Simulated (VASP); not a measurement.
# Cu in VASP: single point with PBEsol

Aim: the single point of Cu with PBEsol.

All numbers are computed with VASP 6.6.1; they aren't measurements. Logs are shortened: lines on timing, memory, paths and dates and some standing lists are left out, and cuts for length are marked.

## Step 1: The cell of the first run

The cell holds a slab with vacuum, 11 atoms: a = 2.520 Å, b = 3.563 Å, c = 27.598 Å, α = 90.00°, β = 90.00°, γ = 90.00°.

## Step 2: Single point, PBEsol

The input, INCAR:

```
SYSTEM = Cu
PREC     = Accurate       ! precision mode
ENCUT    = 520            ! plane-wave cutoff, eV
EDIFF    = 1E-6           ! SCF threshold, eV
ISMEAR   = 0              ! smearing method
SIGMA    = 0.1            ! smearing width, eV
LREAL    = .False.        ! projectors in reciprocal space
LASPH    = .True.         ! aspherical terms in the spheres
NELM     = 100            ! most SCF steps
ALGO     = Normal         ! electronic algorithm
ISIF     = 2              ! what is computed and relaxed
LWAVE    = .False.        ! write WAVECAR
LCHARG   = .False.        ! write CHGCAR
LDIPOL   = .True.       
IDIPOL   = 3            
DIPOL    = 0.5 0.5 0.500
GGA      = PS             ! functional
NBANDS   = 72             ! bands
```

The input, KPOINTS:

```
regular mesh
0
Gamma
  14 10 1
  0 0 0
```

The input, POSCAR:

```
Cu
1.0
    2.5196845654      0.0000000000      0.0000000000
    0.0000000000      3.5633720853      0.0000000000
    0.0000000000      0.0000000000     27.5984228269
Cu
11
Direct
    0.5000000000      0.5000000000      0.2753563010
    0.0000000000      0.0000000000      0.3164689336
    0.5000000000      0.5000000000      0.3638995721
    0.0000000000      0.0000000000      0.4089225254
    0.5000000000      0.5000000000      0.4545186153
    0.0000000000      0.0000000000      0.5000000051
    0.5000000000      0.5000000000      0.5454813906
    0.0000000000      0.0000000000      0.5910774782
    0.5000000000      0.5000000000      0.6361004271
    0.0000000000      0.0000000000      0.6835310612
    0.5000000000      0.5000000000      0.7246436904
```

Potentials or basis: VASP PAW PBE potentials, release 64 (Cu).

The run is started by

```console
cat potpaw_PBE.64/Cu/POTCAR > POTCAR
mpirun -np 1 vasp_std > vasp.out
```

OUTCAR:

```text
SYSTEM = Cu
   PREC = Accurate
   ENCUT = 520
   EDIFF = 1E-6
   ISMEAR = 0
   LREAL = .False.
   LASPH = .True.
   NELM = 100
   ISIF = 2
   GGA = PS

 ion  position               nearest neighbor table
   1  0.500  0.500  0.275-   3 2.44   2 2.46   2 2.46   2 2.46   2 2.46
   2  0.000  0.000  0.316-   1 2.46   1 2.46   1 2.46   1 2.46   3 2.54   3 2.54   3 2.54   3 2.54
                             4 2.55
   3  0.500  0.500  0.364-   1 2.44   5 2.50   4 2.51   4 2.51   4 2.51   4 2.51   2 2.54   2 2.54
                             2 2.54   2 2.54
   4  0.000  0.000  0.409-   3 2.51   3 2.51   3 2.51   3 2.51   6 2.51   5 2.52   5 2.52   5 2.52
                             5 2.52   2 2.55
   5  0.500  0.500  0.455-   3 2.50   7 2.51   6 2.52   6 2.52   6 2.52   6 2.52   4 2.52   4 2.52
                             4 2.52   4 2.52
   6  0.000  0.000  0.500-   8 2.51   4 2.51   7 2.52   7 2.52   7 2.52   7 2.52   5 2.52   5 2.52
                             5 2.52   5 2.52
   7  0.500  0.500  0.545-   9 2.50   5 2.51   6 2.52   6 2.52   6 2.52   6 2.52   8 2.52   8 2.52
                             8 2.52   8 2.52
   8  0.000  0.000  0.591-   9 2.51   9 2.51   9 2.51   9 2.51   6 2.51   7 2.52   7 2.52   7 2.52
                             7 2.52  10 2.55
   9  0.500  0.500  0.636-  11 2.44   7 2.50   8 2.51   8 2.51   8 2.51   8 2.51  10 2.54  10 2.54
                            10 2.54  10 2.54
  10  0.000  0.000  0.684-  11 2.46  11 2.46  11 2.46  11 2.46   9 2.54   9 2.54   9 2.54   9 2.54
                             8 2.55
  11  0.500  0.500  0.725-   9 2.44  10 2.46  10 2.46  10 2.46  10 2.46

  LATTYP: Found a simple orthorhombic cell.
 ALAT       =     2.5196845654
 B/A-ratio  =     1.4142135624
 C/A-ratio  =    10.9531261198

  Lattice vectors:

 A1 = (   2.5196845654,   0.0000000000,   0.0000000000)
 A2 = (   0.0000000000,   3.5633720853,   0.0000000000)
 A3 = (   0.0000000000,   0.0000000000,  27.5984228269)

Analysis of symmetry for initial positions (statically):
=====================================================================
 Subroutine PRICEL returns:
 Original cell was already a primitive cell.

 Routine SETGRP: Setting up the symmetry group for a
 simple orthorhombic supercell.

 Subroutine GETGRP returns: Found  8 space group operations
 (whereof  8 operations were pure point group operations)
 out of a pool of  8 trial point group operations.

The static configuration has the point symmetry D_2h.

Analysis of symmetry for dynamics (positions and initial velocities):
=====================================================================
 Subroutine PRICEL returns:
 Original cell was already a primitive cell.

[... 147 lines left out ...]
  Fermi-wavevector in a.u.,A,eV,Ry     =   1.289158  2.436155 22.611901  1.661928
  Thomas-Fermi vector in A             =   2.421068
   LORBIT       =      0    0 simple, 1 ext, 2 COOP (PROOUT), +10 PAW based schemes
   GGA     = PS    functional components
   LHFCALC =     F    Hartree Fock is set to
   AEXX    =    0.0000 exact exchange contribution
   IVDW    =     0    specifies the selected vdW correction
   LEPSILON=     F    determine dielectric tensor
   LRPA    =     F    only Hartree local field effects (RPA)
 non-spin polarized calculation
 Gauss-broadening in eV      SIGMA  =   0.10
  energy-cutoff  :      520.00
  volume of cell :      247.79
 maximum number of plane-waves:      6724
 NGX is ok and might be reduce to    20
   NGX =  9   NGY = 13   NGZ =103

 dipolmoment           0.000000      0.000000      0.000000 electrons x Angstroem

 number of electron     120.9999936 magnetization

 dipolmoment           0.000000      0.000000     -0.000000 electrons x Angstroem

 Free energy of the ion-electron system (eV)
  ---------------------------------------------------
  ext. energy  EPLUGINS =         0.00000000
  ---------------------------------------------------
  free energy    TOTEN  =       -45.28447958 eV

  energy without entropy =      -45.26444609  energy(sigma->0) =      -45.27446284

 E-fermi :   1.8289     XC(G=0):  -7.3010

 val. band max:        1.8047137900   @ k =   0.5000   0.0000   0.0000
 cond. band min:       1.8438163463   @ k =   0.5000   0.1000   0.0000
 fundamental gap:      0.0391025563
 Fermi energy:         1.8288703781

 k-point     1 :       0.0000    0.0000    0.0000
  band No.  band energies     occupation
      1      -7.7550      2.00000
      2      -7.2002      2.00000
      3      -6.3402      2.00000
      4      -5.2441      2.00000
      5      -4.0389      2.00000
      6      -3.2679      2.00000
[... 1789 lines left out ...]
     71       8.9435      0.00000
     72       9.0030      0.00000

 [... further k-points ...]

------------------------ aborting loop because EDIFF is reached ----------------------------------------

 vacuum level on the upper side and lower side of the slab       (xc-potential included)        -0.131        -0.131

  FORCE on cell =-STRESS in cart. coord.  units (eV):
  Direction    XX          YY          ZZ          XY          YZ          ZX
  --------------------------------------------------------------------------------------
  -------------------------------------------------------------------------------------
  Total       -0.8794749     -0.8513530      0.4454331      0.0000000      0.0000000      0.0000000
  in kB       -5.6864654     -5.5046367      2.8800595      0.0000000      0.0000000      0.0000000
  external PRESSURE =      -2.7703475 kB  Pullay stress =       0.0000000 kB

 VOLUME and BASIS-vectors are now :
 -----------------------------------------------------------------------------
  energy-cutoff  :      520.00
  volume of cell :      247.79
      direct lattice vectors                 reciprocal lattice vectors
     2.519684565  0.000000000  0.000000000     0.396875075  0.000000000  0.000000000
     0.000000000  3.563372085  0.000000000     0.000000000  0.280633057  0.000000000
     0.000000000  0.000000000 27.598422827     0.000000000  0.000000000  0.036233955

 POSITION                                       TOTAL-FORCE (eV/Angst)
 -----------------------------------------------------------------------------------
      1.25984      1.78169      7.59940         0.000000      0.000000     -0.038899
      0.00000      0.00000      8.73404        -0.000000      0.000000      0.001131
      1.25984      1.78169     10.04305        -0.000000      0.000000     -0.002495
      0.00000      0.00000     11.28562         0.000000      0.000000     -0.002863
      1.25984      1.78169     12.54400        -0.000000      0.000000      0.000290
      0.00000      0.00000     13.79921        -0.000000      0.000000      0.000000
      1.25984      1.78169     15.05443        -0.000000      0.000000     -0.000290
      0.00000      0.00000     16.31281        -0.000000      0.000000      0.002863
      1.25984      1.78169     17.55537        -0.000000     -0.000000      0.002495
      0.00000      0.00000     18.86438        -0.000000     -0.000000     -0.001131
      1.25984      1.78169     19.99902        -0.000000      0.000000      0.038899
 -----------------------------------------------------------------------------------
    total drift:                               -0.000000      0.000000     -0.000019

  FREE ENERGIE OF THE ION-ELECTRON SYSTEM (eV)
  ---------------------------------------------------
  free  energy   TOTEN  =       -45.2844795843 eV

  energy  without entropy=      -45.2644460886  energy(sigma->0) =      -45.27446284

 vacuum level on the upper side and lower side of the slab         6.164         6.164
```

OSZICAR:

```text
N       E                     dE             d eps       ncg     rms          rms(c)
DAV:   1     0.117719577028E+04    0.11772E+04   -0.53094E+04  6912   0.245E+03
DAV:   2     0.118786447963E+03   -0.10584E+04   -0.10307E+04  6912   0.499E+02
DAV:   3    -0.488245833560E+02   -0.16761E+03   -0.15689E+03  7080   0.243E+02
[... 20 lines left out ...]
DAV:  24    -0.452844587105E+02   -0.17937E-04   -0.18273E-06  4640   0.316E-02    0.206E-03
DAV:  25    -0.452844712695E+02   -0.12559E-04   -0.15033E-06  4448   0.185E-02    0.135E-03
DAV:  26    -0.452844778653E+02   -0.65958E-05   -0.63352E-07  4368   0.113E-02    0.620E-04
DAV:  27    -0.452844792758E+02   -0.14104E-05   -0.13590E-07  4408   0.608E-03    0.175E-04
DAV:  28    -0.452844795843E+02   -0.30852E-06   -0.61735E-08  4272   0.200E-03
   1 F= -.45284480E+02 E0= -.45274463E+02  d E =-.200335E-01
```

stdout:

```text
POSCAR found type information on POSCAR Cu
 POSCAR found :  1 types and      11 ions
 scaLAPACK will be used
 -----------------------------------------------------------------------------
|                                                                             |
|                                                                             |
|     You enforced a specific xc type in the INCAR file but a different       |
|     I HOPE YOU KNOW WHAT YOU ARE DOING!                                     |
|                                                                             |
 -----------------------------------------------------------------------------

 LDA part: xc-table for (Slater+PW92), standard interpolation
 POSCAR, INCAR and KPOINTS ok, starting setup
 FFT: planning ... GRIDC
 FFT: planning ... GRID_SOFT
 FFT: planning ... GRID
 WAVECAR not read
 entering main loop
```

Wall time 25 min (1 thread of Intel Xeon Platinum 8488C (Sapphire Rapids), shared host); peak memory 0.7 GiB.

What came out:

- Free energy: -45.2845 eV
- Largest force: 0.039 eV/Å

Forces on the atoms (eV/Å):
```
Cu   0.000  0.000 -0.039
Cu   0.000  0.000  0.001
Cu   0.000  0.000 -0.002
Cu   0.000  0.000 -0.003
Cu   0.000  0.000  0.000
Cu   0.000  0.000  0.000
Cu   0.000  0.000  0.000
Cu   0.000  0.000  0.003
Cu   0.000  0.000  0.002
Cu   0.000  0.000 -0.001
Cu   0.000  0.000  0.039
```

Caveat: the PAW data sets were made with another functional, which shifts forces and pressure a little.
